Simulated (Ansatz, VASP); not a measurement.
**Pd: VASP beside Ansatz**

```
Pd
1.0
     0.00000    1.92825    1.92825
     1.92825    0.00000    1.92825
     1.92825    1.92825    0.00000
Pd
1
Direct
  0.00000 0.00000 0.00000
```

Alike in both runs: functional PBEsol; dispersion D4; k mesh 18 × 18 × 18; occupations gaussian, width 0.1 eV; no spin polarisation.

Ansatz relaxed the structure, and its values are those at the end. VASP's run is a single point on that final structure, the one shown.

|  | VASP | Ansatz |
| --- | --- | --- |
| version | VASP 6.6.1 | Ansatz 0.2.0 |
| potentials or method | VASP PAW PBE potentials, release 64 (Pd), cutoff 500 eV | scalar-relativistic, plane waves, PAW |
| valence electrons in the cell | 10 | 18 |

|  | VASP | Ansatz | Ansatz less VASP |
| --- | --- | --- | --- |
| gap on the k mesh at the Fermi level (eV) | none | none | - |
| pressure (GPa) | -0.3 | 0.0 | +0.29 |

VASP's potentials were made for PBE, not for PBEsol, and Ansatz warns of the same on its side. A gap of «none» marks a metal or a gap that the smearing closes. VASP's potentials hold 10 valence electrons a cell and Ansatz's 18, so a difference there can come from the potentials and not from the codes.
